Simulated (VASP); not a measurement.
# BeCd2O3 in VASP: single point with PBEsol

Aim: the single point of BeCd2O3 with PBEsol.

Everything below comes from runs of VASP 6.6.1. Logs are shortened: lines on timing, memory, paths and dates and some standing lists are left out, and cuts for length are marked.

### 1 The cell of the first run

The typed cell holds 6 atoms: a = 5.128 Å, b = 5.128 Å, c = 2.983 Å, α = 90.00°, β = 90.00°, γ = 119.92°.

### 2 Single point, PBEsol

Input file INCAR:

```
SYSTEM = BeCd2O3
  ALGO = Normal
  EDIFF = 1E-6
  ENCUT = 520
  GGA = PS
  ISIF = 2
  ISMEAR = -1
  LASPH = .TRUE.
  LCHARG = .TRUE.
  LELF = .TRUE.
  LREAL = .FALSE.
  LVHAR = .TRUE.
  LWAVE = .FALSE.
  NBANDS = 31
  NELM = 60
  PREC = Accurate
  SIGMA = 0.05
```

Input file KPOINTS:

```
k-points
0
G
  4 4 6
  0 0 0
```

Input file POSCAR:

```
BeCd2O3
1.0
    2.5666158725     -4.4396891116      0.0019353168
    2.5678247957      4.4390594378      0.0002056783
   -0.0015606270      0.0005769487      2.9829906212
Be Cd O
1 2 3
Direct
   -0.1995419220     -0.1958608762      0.0037948519
    0.4818598371      0.1386820655      0.5038978603
    0.1349840495      0.4855421162      0.5039001493
    0.8257942450      0.1359340301      0.0038769024
    0.1322718722      0.8295054090      0.0038694455
    0.6207756400      0.6244631366      0.5038308651
```

Potentials or basis: VASP PAW PBE potentials, release 64 (Be, Cd, O).

The run is started by

```console
cat potpaw_PBE.64/Be/POTCAR potpaw_PBE.64/Cd/POTCAR potpaw_PBE.64/O/POTCAR > POTCAR
mpirun -np 1 vasp_std > vasp.out
```

OUTCAR:

```text
SYSTEM = BeCd2O3
   EDIFF = 1E-6
   ENCUT = 520
   GGA = PS
   ISIF = 2
   ISMEAR = -1
   LASPH = .TRUE.
   LREAL = .FALSE.
   NELM = 60
   PREC = Accurate

 ion  position               nearest neighbor table
   1  0.800  0.804  0.004-   4 1.64   5 1.64   6 1.75   6 1.75
   2  0.482  0.139  0.504-   6 2.22   5 2.26   5 2.26   4 2.32   4 2.32   3 2.90   3 2.91   3 3.08

   3  0.135  0.486  0.504-   6 2.22   4 2.26   4 2.26   5 2.32   5 2.32   2 2.90   2 2.91   2 3.08

   4  0.826  0.136  0.004-   1 1.64   3 2.26   3 2.26   2 2.32   2 2.32
   5  0.132  0.830  0.004-   1 1.64   2 2.26   2 2.26   3 2.32   3 2.32
   6  0.621  0.624  0.504-   1 1.75   1 1.75   2 2.22   3 2.22

  LATTYP: Found a base centered monoclinic cell.
 ALAT       =    12.9892742313
 B/A-ratio  =     0.6835446417
 C/A-ratio  =     0.2296503278
 COS(beta)  =    -0.9185593274

  Lattice vectors:

 A1 = (  -2.5634946185,   4.4385352142,  -5.9679165592)
 A2 = (  -2.5647035417,  -4.4402133352,  -5.9661869207)
 A3 = (  -0.0015606270,   0.0005769487,   2.9829906212)

Analysis of symmetry for initial positions (statically):
=====================================================================
 Subroutine PRICEL returns:
 Original cell was already a primitive cell.

 Routine SETGRP: Setting up the symmetry group for a
 base centered monoclinic supercell.

 Subroutine GETGRP returns: Found  1 space group operations
 (whereof  1 operations were pure point group operations)
 out of a pool of  4 trial point group operations.

The static configuration has the point symmetry C_1 .

Analysis of symmetry for dynamics (positions and initial velocities):
=====================================================================
 Subroutine PRICEL returns:
 Original cell was already a primitive cell.

 Routine SETGRP: Setting up the symmetry group for a
 base centered monoclinic supercell.

 Subroutine GETGRP returns: Found  1 space group operations
 (whereof  1 operations were pure point group operations)
 out of a pool of  4 trial point group operations.

The dynamic configuration has the point symmetry C_1 .

 Subroutine INISYM returns: Found  1 space group operations
 (whereof  1 operations are pure point group operations),
 and found     1 'primitive' translations

----------------------------------------------------------------------------------------

                                     Primitive cell

  volume of cell :      67.9934
[... 94 lines left out ...]
   LASPH  =      T    aspherical Exc in radial PAW
   ENCUT  =  520.0 eV  38.22 Ry    6.18 a.u.   9.54  9.54  5.55*2*pi/ulx,y,z
   NELM   =     60;   NELMIN=  2; NELMDL= -5     # of ELM steps
   EDIFF  = 0.1E-05   stopping-criterion for ELM
   LREAL  =      F    real-space projection
   EDIFFG = 0.1E-04   stopping-criterion for IOM
   NSW    =      0    number of steps for IOM
   IBRION =     -1    ionic relax: 0-MD 1-quasi-New 2-CG
   NFREE  =      0    steps in history (QN), initial steepest desc. (CG)
   ISIF   =      2    stress and relaxation
   ISYM   =      2    0-nonsym 1-usesym 2-fastsym
   POTIM  = 0.5000    time-step for ionic-motion
   TEBEG  =    0.0;   TEEND  =   0.0 temperature during run
   PSTRESS=    0.0 pullay stress
   NELECT =      44.0000    total number of electrons
   NUPDOWN=      -1.0000    fix difference up-down
   EMIN   =  10.00;   EMAX   =-10.00  energy-range for DOS
   EFERMI =   0.00;   METHOD = LEGACY
   ISMEAR =    -1;   SIGMA  =   0.05  broadening in eV -4-tet -1-fermi 0-gaus
   EFERMI_NEDOS =   21; number of points for ismear=-14 and -15
   IALGO  =     38    algorithm
   IMIX   =      4    mixing-type and parameters
     AMIX     =   0.40;   BMIX     =  1.00
     AMIX_MAG =   1.60;   BMIX_MAG =  1.00
  volume/ion in A,a.u.               =      11.33        76.47
  Fermi-wavevector in a.u.,A,eV,Ry     =   1.416022  2.675894 27.281302  2.005119
  Thomas-Fermi vector in A             =   2.537400
   LORBIT       =      0    0 simple, 1 ext, 2 COOP (PROOUT), +10 PAW based schemes
   GGA     = PS    functional components
   LHFCALC =     F    Hartree Fock is set to
   AEXX    =    0.0000 exact exchange contribution
   IVDW    =     0    specifies the selected vdW correction
   LEPSILON=     F    determine dielectric tensor
   LRPA    =     F    only Hartree local field effects (RPA)
 non-spin polarized calculation
  energy-cutoff  :      520.00
  volume of cell :       67.99
 maximum number of plane-waves:      1860
 NGX is ok and might be reduce to    40
   NGX = 19   NGY = 19   NGZ = 11

 number of electron      44.0000002 magnetization

 Free energy of the ion-electron system (eV)
  ---------------------------------------------------
  ext. energy  EPLUGINS =         0.00000000
  ---------------------------------------------------
  free energy    TOTEN  =       -30.96819765 eV

  energy without entropy =      -30.96792654  energy(sigma->0) =      -30.96806210

 E-fermi :   2.4497     XC(G=0): -11.6236

 val. band max:        2.2084189448   @ k =   0.0000   0.0000   0.0000
 cond. band min:       2.6373872360   @ k =   0.0000   0.0000   0.0000
 fundamental gap:      0.4289682912
 Fermi energy:         2.4497088921

 k-point     1 :       0.0000    0.0000    0.0000
  band No.  band energies     occupation
      1     -15.6845      2.00000
      2     -14.5615      2.00000
      3     -14.5360      2.00000
      4      -5.4737      2.00000
      5      -5.4671      2.00000
      6      -4.9414      2.00000
[... 805 lines left out ...]
     30      14.5995      0.00000
     31      15.1628      0.00000

 [... further k-points ...]
[... 5 lines left out ...]
  --------------------------------------------------------------------------------------
  -------------------------------------------------------------------------------------
  Total        0.7385760      0.5858918      0.6572856     -0.0006121      0.0001115      0.0014257
  in kB       17.4035906     13.8057846     15.4880876     -0.0144227      0.0026263      0.0335954
  external PRESSURE =      15.5658209 kB  Pullay stress =       0.0000000 kB

 VOLUME and BASIS-vectors are now :
 -----------------------------------------------------------------------------
  energy-cutoff  :      520.00
  volume of cell :       67.99
      direct lattice vectors                 reciprocal lattice vectors
     2.566615872 -4.439689112  0.001935317     0.194749314 -0.112654978  0.000123677
     2.567824796  4.439059438  0.000205678     0.194776957  0.112601980  0.000080124
    -0.001560627  0.000576949  2.982990621    -0.000139780  0.000065325  0.335233955

 POSITION                                       TOTAL-FORCE (eV/Angst)
 -----------------------------------------------------------------------------------
      4.11935      0.01584      0.01303        -0.016441      0.000228      0.000936
      1.59207     -1.52340      1.50408         0.008724      0.023251     -0.000564
      1.59245      1.55635      1.50349         0.009349     -0.023304     -0.000287
      2.46855     -3.06285      0.01319        -0.043439     -0.065379     -0.000091
      2.46951      3.09498      0.01197        -0.044825      0.065381      0.000083
      3.19602      0.01627      1.50425         0.086632     -0.000176     -0.000077
 -----------------------------------------------------------------------------------
    total drift:                                0.000334     -0.000118     -0.000419

  FREE ENERGIE OF THE ION-ELECTRON SYSTEM (eV)
  ---------------------------------------------------
  free  energy   TOTEN  =       -30.9681976503 eV

  energy  without entropy=      -30.9679265432  energy(sigma->0) =      -30.96806210
```

It took 2.2 min on 1 thread of Intel Xeon Platinum 8488C (Sapphire Rapids), shared host; peak memory 0.24 GiB.

Results:

* Free energy: -30.9682 eV
* Pressure: 1.6 GPa
* Largest force: 0.087 eV/Å
* Band gap on the k mesh: 0.43 eV, direct

Forces in eV/Å, atoms in the order of the input:
```
Be  -0.016  0.000  0.001
Cd   0.009  0.023 -0.001
Cd   0.009 -0.023  0.000
O   -0.043 -0.065  0.000
O   -0.045  0.065  0.000
O    0.087  0.000  0.000
```

Caveat: the PAW data sets were made with another functional, which shifts forces and pressure a little. A hybrid or GW would open this gap; PBEsol tends to underestimate it.
